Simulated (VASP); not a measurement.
# CdS (I4/mmm) in VASP: notebook

Runs on CdS. Level: PBE. Tasks: single point.

Program: VASP 6.6.1. These are calculated values, not measurements. Logs are shortened: lines on timing, memory, paths and dates and some standing lists are left out, and cuts for length are marked.

### Step 1. The cell of the first run

Symmetry: I4/mmm, No. 139, tetragonal system. The conventional cell has a = 3.991 Å, b = 3.991 Å, c = 5.231 Å, α = 90.00°, β = 90.00°, γ = 90.00°. Within 3.5 Å of Cd (site symmetry 4/mmm) lie 6 S at 2.62 to 2.82 Å. S (site symmetry 4/mmm) has 6 Cd at 2.62 to 2.82 Å within 3.5 Å.

### Step 2. Single point, PBE (strain +0.025 along x and y, -0.050 along z)

Input file INCAR:

```
SYSTEM = CdS
PREC     = Accurate       ! precision mode
ENCUT    = 540            ! plane-wave cutoff, eV
EDIFF    = 1E-6           ! SCF threshold, eV
ISMEAR   = 0              ! smearing method
SIGMA    = 0.03           ! smearing width, eV
LREAL    = .FALSE.        ! projectors in reciprocal space
LASPH    = .TRUE.         ! aspherical terms in the spheres
NELM     = 120            ! most SCF steps
ALGO     = Normal         ! electronic algorithm
ISIF     = 2              ! what is computed and relaxed
LWAVE    = .FALSE.        ! write WAVECAR
LCHARG   = .FALSE.        ! write CHGCAR
GGA      = PE             ! functional
NBANDS   = 20             ! bands
GGA_COMPAT= .FALSE.
```

Input file KPOINTS:

```
Automatic mesh
0
G
  10 10 10
  0 0 0
```

Input file POSCAR:

```
CdS
1.0
    0.0000000000      2.8220751000      2.6155818000
    2.8220751000      0.0000000000      2.6155818000
    2.8220751000      2.8220751000      0.0000000000
Cd S
1 1
Direct
    0.0000000000      0.0000000000      0.0000000000
    0.5000000000      0.5000000000      0.5000000000
```

Potentials or basis: VASP PAW PBE potentials, release 64 (Cd_sv_GW, S).

Launch:

```
> cat potpaw_PBE.64/Cd_sv_GW/POTCAR potpaw_PBE.64/S/POTCAR > POTCAR
> mpirun -np 1 vasp_std > vasp.out
```

OUTCAR:

```text
SYSTEM = CdS
   PREC = Accurate
   ENCUT = 540
   EDIFF = 1E-6
   ISMEAR = 0
   LREAL = .FALSE.
   LASPH = .TRUE.
   NELM = 120
   ISIF = 2
   GGA = PE

 ion  position               nearest neighbor table
   1  0.000  0.000  0.000-   2 2.62   2 2.62
   2  0.500  0.500  0.500-   1 2.62   1 2.62

  LATTYP: Found a body centered tetragonal cell.
 ALAT       =     3.9910168805
 C/A-ratio  =     1.3107345212

  Lattice vectors:

 A1 = (   0.0000000000,  -2.8220751000,  -2.6155818000)
 A2 = (   0.0000000000,   2.8220751000,  -2.6155818000)
 A3 = (   2.8220751000,   0.0000000000,   2.6155818000)

Analysis of symmetry for initial positions (statically):
=====================================================================
 Subroutine PRICEL returns:
 Original cell was already a primitive cell.

 Routine SETGRP: Setting up the symmetry group for a
 body centered tetragonal supercell.

 Subroutine GETGRP returns: Found 16 space group operations
 (whereof 16 operations were pure point group operations)
 out of a pool of 16 trial point group operations.

The static configuration has the point symmetry D_4h.

Analysis of symmetry for dynamics (positions and initial velocities):
=====================================================================
 Subroutine PRICEL returns:
 Original cell was already a primitive cell.

 Routine SETGRP: Setting up the symmetry group for a
 body centered tetragonal supercell.

 Subroutine GETGRP returns: Found 16 space group operations
 (whereof 16 operations were pure point group operations)
 out of a pool of 16 trial point group operations.

The dynamic configuration has the point symmetry D_4h.

 Subroutine INISYM returns: Found 16 space group operations
 (whereof 16 operations are pure point group operations),
 and found     1 'primitive' translations

----------------------------------------------------------------------------------------

                                     Primitive cell

  volume of cell :      41.6616

  direct lattice vectors                    reciprocal lattice vectors
     0.000000000  2.822075100  2.615581800    -0.177174590  0.177174590  0.191162058
     2.822075100  0.000000000  2.615581800     0.177174590 -0.177174590  0.191162058
     2.822075100  2.822075100  0.000000000     0.177174590  0.177174590 -0.191162058

  length of vectors
     3.847775464  3.847775464  3.991016880     0.315158061  0.315158061  0.315158061

  position of ions in fractional coordinates (direct lattice)
     0.000000000  0.000000000  0.000000000
     0.500000000  0.500000000  0.500000000

  ion indices of the primitive-cell ions
   primitive index   ion index
                 1           1
                 2           2

----------------------------------------------------------------------------------------

 KPOINTS: Automatic mesh

Automatic generation of k-mesh.
 Grid dimensions read from file:
 generate k-points for:   10   10   10

 Generating k-lattice:

  Cartesian coordinates                     Fractional coordinates (reciprocal lattice)
    -0.017717459  0.017717459  0.019116206     0.100000000  0.000000000  0.000000000
     0.017717459 -0.017717459  0.019116206     0.000000000  0.100000000  0.000000000
     0.017717459  0.017717459 -0.019116206    -0.000000000 -0.000000000  0.100000000

  Length of vectors
     0.031515806  0.031515806  0.031515806

  Shift w.r.t. Gamma in fractional coordinates (k-lattice)
     0.000000000  0.000000000  0.000000000

 Subroutine IBZKPT returns following result:
 ===========================================

 Found    102 irreducible k-points:

 Following reciprocal coordinates:
            Coordinates               Weight
  0.000000  0.000000  0.000000      1.000000
  0.100000  0.000000  0.000000      8.000000
  0.200000  0.000000  0.000000      8.000000
  0.300000 -0.000000  0.000000      8.000000
  0.400000 -0.000000  0.000000      8.000000
  0.500000 -0.000000  0.000000      4.000000
[... 16 lines left out ...]
  0.300000  0.300000  0.000000      2.000000
  0.400000  0.300000  0.000000      8.000000
 [... further k-points ...]
   k-points           NKPTS =    102   k-points in BZ     NKDIM =    102   number of bands    NBANDS=     20
   number of dos      NEDOS =    301   number of ions     NIONS =      2
   total plane-waves  NPLWV =  27000
   dimension x,y,z NGX =    30 NGY =   30 NGZ =   30
   dimension x,y,z NGXF=    60 NGYF=   60 NGZF=   60
   ions per type =               1   1
   NGX,Y,Z   is equivalent  to a cutoff of  12.96, 12.96, 12.50 a.u.
   NGXF,Y,Z  is equivalent  to a cutoff of  25.92, 25.92, 24.99 a.u.
 SYSTEM =  CdS
   PREC   = accura    normal or accurate (medium, high low for compatibility)
   ISTART =      0    job   : 0-new  1-cont  2-samecut
   ICHARG =      2    charge: 1-file 2-atom 10-const
   ISPIN  =      1    spin polarized calculation?
   LNONCOLLINEAR =      F non collinear calculations
   LSORBIT =      F    spin-orbit coupling
   LASPH  =      T    aspherical Exc in radial PAW
   ENCUT  =  540.0 eV  39.69 Ry    6.30 a.u.   7.29  7.29  7.56*2*pi/ulx,y,z
   NELM   =    120;   NELMIN=  2; NELMDL= -5     # of ELM steps
   EDIFF  = 0.1E-05   stopping-criterion for ELM
   LREAL  =      F    real-space projection
   EDIFFG = 0.1E-04   stopping-criterion for IOM
   NSW    =      0    number of steps for IOM
   IBRION =     -1    ionic relax: 0-MD 1-quasi-New 2-CG
   NFREE  =      0    steps in history (QN), initial steepest desc. (CG)
   ISIF   =      2    stress and relaxation
   ISYM   =      2    0-nonsym 1-usesym 2-fastsym
   POTIM  = 0.5000    time-step for ionic-motion
   TEBEG  =    0.0;   TEEND  =   0.0 temperature during run
   PSTRESS=    0.0 pullay stress
   NELECT =      26.0000    total number of electrons
   NUPDOWN=      -1.0000    fix difference up-down
   EMIN   =  10.00;   EMAX   =-10.00  energy-range for DOS
   EFERMI =   0.00;   METHOD = LEGACY
   ISMEAR =     0;   SIGMA  =   0.03  broadening in eV -4-tet -1-fermi 0-gaus
   EFERMI_NEDOS =   21; number of points for ismear=-14 and -15
   IALGO  =     38    algorithm
   IMIX   =      4    mixing-type and parameters
     AMIX     =   0.40;   BMIX     =  1.00
     AMIX_MAG =   1.60;   BMIX_MAG =  1.00
  volume/ion in A,a.u.               =      20.83       140.57
  Fermi-wavevector in a.u.,A,eV,Ry     =   1.399010  2.643745 26.629715  1.957229
  Thomas-Fermi vector in A             =   2.522112
   LORBIT       =      0    0 simple, 1 ext, 2 COOP (PROOUT), +10 PAW based schemes
   GGA     = PE    functional components
   LHFCALC =     F    Hartree Fock is set to
   AEXX    =    0.0000 exact exchange contribution
   IVDW    =     0    specifies the selected vdW correction
   LEPSILON=     F    determine dielectric tensor
   LRPA    =     F    only Hartree local field effects (RPA)
 non-spin polarized calculation
 Gauss-broadening in eV      SIGMA  =   0.03
  energy-cutoff  :      540.00
  volume of cell :       41.66
 maximum number of plane-waves:      1208
 NGX is ok and might be reduce to    30
   NGX = 15   NGY = 15   NGZ = 15

 number of electron      25.9999989 magnetization

 Free energy of the ion-electron system (eV)
  ---------------------------------------------------
  ext. energy  EPLUGINS =         0.00000000
  ---------------------------------------------------
  free energy    TOTEN  =        -5.91168014 eV

  energy without entropy =       -5.91162619  energy(sigma->0) =       -5.91165317

 E-fermi :   4.7510     XC(G=0): -10.4382

 val. band max:        4.7366400036   @ k =   0.5000  -0.0000   0.0000
 cond. band min:       4.9865547543   @ k =   0.5000   0.0000   0.5000
 fundamental gap:      0.2499147508
 Fermi energy:         4.7509504123

 k-point     1 :       0.0000    0.0000    0.0000
  band No.  band energies     occupation
      1     -97.0173      2.00000
      2     -58.0901      2.00000
      3     -58.0901      2.00000
      4     -58.0814      2.00000
      5      -8.1390      2.00000
      6      -3.0505      2.00000
[... 12 lines left out ...]
     19      15.2599      0.00000
     20      15.8084      0.00000

 k-point     2 :       0.1000    0.0000    0.0000
  band No.  band energies     occupation
      1     -97.0174      2.00000
      2     -58.0904      2.00000
      3     -58.0902      2.00000
      4     -58.0818      2.00000
      5      -8.0544      2.00000
      6      -3.0570      2.00000
[... 12 lines left out ...]
     19      14.9097      0.00000
     20      16.2389      0.00000

 k-point     3 :       0.2000    0.0000    0.0000
  band No.  band energies     occupation
      1     -97.0174      2.00000
      2     -58.0907      2.00000
      3     -58.0904      2.00000
      4     -58.0819      2.00000
      5      -7.8171      2.00000
      6      -3.1477      2.00000
[... 12 lines left out ...]
     19      15.0127      0.00000
     20      15.7944      0.00000

 k-point     4 :       0.3000   -0.0000    0.0000
  band No.  band energies     occupation
      1     -97.0173      2.00000
      2     -58.0908      2.00000
      3     -58.0905      2.00000
      4     -58.0823      2.00000
      5      -7.4833      2.00000
      6      -3.2661      2.00000
[... 12 lines left out ...]
     19      15.9237      0.00000
     20      16.0050      0.00000

 k-point     5 :       0.4000   -0.0000    0.0000
  band No.  band energies     occupation
      1     -97.0173      2.00000
      2     -58.0909      2.00000
      3     -58.0908      2.00000
      4     -58.0825      2.00000
      5      -7.1661      2.00000
      6      -3.3735      2.00000
[... 12 lines left out ...]
     19      16.7564      0.00000
     20      17.0485      0.00000

 k-point     6 :       0.5000   -0.0000    0.0000
  band No.  band energies     occupation
      1     -97.0173      2.00000
      2     -58.0909      2.00000
      3     -58.0909      2.00000
      4     -58.0826      2.00000
      5      -7.0290      2.00000
      6      -3.4229      2.00000
[... 12 lines left out ...]
     19      17.0784      0.00000
     20      17.7292      0.00000

 k-point     7 :       0.1000    0.1000    0.0000
  band No.  band energies     occupation
      1     -97.0174      2.00000
      2     -58.0903      2.00000
      3     -58.0903      2.00000
      4     -58.0819      2.00000
      5      -7.9992      2.00000
      6      -3.1346      2.00000
[... 12 lines left out ...]
     19      16.2546      0.00000
     20      16.4146      0.00000
[... 277 lines left out ...]
 k-point    20 :      -0.4000    0.2000    0.0000
  band No.  band energies     occupation
      1     -97.0173      2.00000
      2     -58.0910      2.00000
      3     -58.0910      2.00000
      4     -58.0828      2.00000
      5      -7.1294      2.00000
      6      -3.1750      2.00000
[... 12 lines left out ...]
     19      16.7007      0.00000
     20      18.6756      0.00000

 k-point    21 :      -0.3000    0.2000    0.0000
  band No.  band energies     occupation
      1     -97.0173      2.00000
      2     -58.0907      2.00000
      3     -58.0907      2.00000
      4     -58.0822      2.00000
      5      -7.2943      2.00000
      6      -3.1803      2.00000
[... 12 lines left out ...]
     19      17.5204      0.00000
     20      18.7688      0.00000

 k-point    22 :      -0.2000    0.2000    0.0000
  band No.  band energies     occupation
      1     -97.0173      2.00000
      2     -58.0909      2.00000
      3     -58.0906      2.00000
      4     -58.0822      2.00000
      5      -7.5182      2.00000
      6      -3.1632      2.00000
[... 12 lines left out ...]
     19      17.6264      0.00000
     20      18.7557      0.00000

 k-point    23 :       0.3000    0.3000    0.0000
  band No.  band energies     occupation
      1     -97.0174      2.00000
      2     -58.0911      2.00000
      3     -58.0911      2.00000
      4     -58.0825      2.00000
      5      -7.3341      2.00000
      6      -3.2173      2.00000
[... 12 lines left out ...]
     19      17.3456      0.00000
     20      20.0596      0.00000

 k-point    24 :       0.4000    0.3000    0.0000
  band No.  band energies     occupation
      1     -97.0174      2.00000
      2     -58.0912      2.00000
      3     -58.0911      2.00000
      4     -58.0829      2.00000
      5      -7.2272      2.00000
      6      -3.0893      2.00000
[... 12 lines left out ...]
     19      18.1370      0.00000
     20      19.9527      0.00000

 [... further k-points ...]
[... 5 lines left out ...]
  --------------------------------------------------------------------------------------
  -------------------------------------------------------------------------------------
  Total       -0.6799796     -0.6799796      0.8067128      0.0000000      0.0000000      0.0000000
  in kB      -26.1499610    -26.1499610     31.0237351      0.0000000      0.0000000      0.0000000
  external PRESSURE =      -7.0920623 kB  Pullay stress =       0.0000000 kB

 VOLUME and BASIS-vectors are now :
 -----------------------------------------------------------------------------
  energy-cutoff  :      540.00
  volume of cell :       41.66
      direct lattice vectors                 reciprocal lattice vectors
     0.000000000  2.822075100  2.615581800    -0.177174590  0.177174590  0.191162058
     2.822075100  0.000000000  2.615581800     0.177174590 -0.177174590  0.191162058
     2.822075100  2.822075100  0.000000000     0.177174590  0.177174590 -0.191162058

 POSITION                                       TOTAL-FORCE (eV/Angst)
 -----------------------------------------------------------------------------------
      0.00000      0.00000      0.00000         0.000000      0.000000      0.000000
      2.82208      2.82208      2.61558         0.000000      0.000000     -0.000000
 -----------------------------------------------------------------------------------
    total drift:                               -0.000000      0.000000      0.000000

  FREE ENERGIE OF THE ION-ELECTRON SYSTEM (eV)
  ---------------------------------------------------
  free  energy   TOTEN  =        -5.9116801396 eV

  energy  without entropy=       -5.9116261923  energy(sigma->0) =       -5.91165317
```

It took 42 s on 1 thread of Intel Xeon 6975P-C (Granite Rapids), shared host; peak memory 0.25 GiB.

What came out:

```
Free energy            : -5.9117 eV
Pressure               : -0.7 GPa
Band gap on the k mesh : zero (band 13 reaches 4.74 eV, above the bottom of band 14 at 4.67 eV)
```

Caveat: the cell differs from its parent crystal (strain +0.025 along x and y, -0.050 along z).

### Step 3. Single point, PBE (strain +0.050 along x and y, -0.050 along z)

Input file INCAR:

```
ALGO     = Normal         # electronic algorithm
EDIFF    = 1E-6           # SCF threshold, eV
ENCUT    = 540            # plane-wave cutoff, eV
GGA      = PE             # functional
GGA_COMPAT= False        
ISIF     = 2              # what is computed and relaxed
ISMEAR   = 0              # smearing method
LASPH    = True           # aspherical terms in the spheres
LCHARG   = True           # write CHGCAR
LELF     = True           # ELF
LREAL    = False          # projectors in reciprocal space
LVHAR    = True         
LWAVE    = False          # write WAVECAR
NBANDS   = 20             # bands
NELM     = 120            # most SCF steps
PREC     = Accurate       # precision mode
SIGMA    = 0.03           # smearing width, eV
```

Input file KPOINTS:

```
k-points
0
Gamma
  10 10 10
```

Input file POSCAR:

```
CdS
1.0
    0.0000000000      2.8909062000      2.6155818000
    2.8909062000      0.0000000000      2.6155818000
    2.8909062000      2.8909062000      0.0000000000
Cd S
1 1
Direct
    0.0000000000      0.0000000000      0.0000000000
    0.5000000000      0.5000000000      0.5000000000
```

Potentials or basis: VASP PAW PBE potentials, release 64 (Cd_sv_GW, S).

Launch:

```
> cat potpaw_PBE.64/Cd_sv_GW/POTCAR potpaw_PBE.64/S/POTCAR > POTCAR
> mpirun -np 1 vasp_std > vasp.out
```

It took 83 s on 1 thread of Intel Xeon Platinum 8488C (Sapphire Rapids), shared host; peak memory 0.26 GiB.

The run converged. Its results:

- Free energy: -5.8762 eV
- Pressure: -3.3 GPa
- Band gap on the k mesh: zero (band 13 reaches 4.21 eV, above the bottom of band 14 at 4.14 eV)

Stress tensor (GPa, compression positive):
```
-5.16  0.00  0.00
 0.00 -5.16  0.00
 0.00  0.00  0.47
```

Levels at points of the mesh, in eV from the Fermi level:
| k point | band 9 | band 10 | band 11 | band 12 | band 13 | band 14 | band 15 | band 16 | band 17 | band 18 |
| --- | --- | --- | --- | --- | --- | --- | --- | --- | --- | --- |
| (0.00, 0.00, 0.00) | -7.70 | -7.64 | -1.26 | -0.64 | -0.64 | 0.53 | 8.93 | 8.93 | 9.43 | 10.03 |
| (0.50, 0.00, 0.00) | -7.55 | -7.52 | -4.72 | -0.38 | -0.01 | 3.30 | 5.31 | 6.28 | 6.38 | 11.79 |
| (0.50, 0.50, 0.00) | -7.49 | -6.75 | -4.05 | -2.27 | -2.27 | -0.09 | 5.62 | 9.78 | 10.21 | 10.21 |
| (0.50, 0.00, 0.50) | -7.48 | -6.93 | -3.99 | -2.44 | -1.56 | 0.26 | 6.19 | 8.89 | 9.73 | 11.91 |

Caveat: the cell differs from its parent crystal (strain +0.050 along x and y, -0.050 along z).
